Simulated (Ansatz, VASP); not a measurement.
One calculation of NaI, two programs

```xyz
2
Lattice="0.0000 3.1927 3.1927 3.1927 0.0000 3.1927 3.1927 3.1927 0.0000" Properties=species:S:1:pos:R:3 pbc="T T T"
Na    0.0000    0.0000    0.0000
I     3.1927    3.1927    3.1927
```

Alike in both runs: task single point; functional PBEsol; k mesh 6 × 6 × 6; occupations gaussian, width 0.05 eV; non-collinear spin, spin-orbit coupling.

```csv
,VASP,Ansatz
version,VASP 6.6.1,Ansatz 0.2.0
potentials or method,"VASP PAW PBE potentials, release 64 (Na_pv, I), cutoff 520 eV","plane waves, PAW"
valence electrons in the cell,14,26
```

|  | VASP | Ansatz | Ansatz less VASP |
| --- | --- | --- | --- |
| pressure (GPa) | 0.2 | 0.2 | -0.04 |
| net moment per atom (μB) | 0.00 | 0.00 | 0.000 |

VASP's potentials were made for PBE, not for PBEsol. VASP's potentials hold 14 valence electrons a cell and Ansatz's 26, so a difference there can come from the potentials and not from the codes.
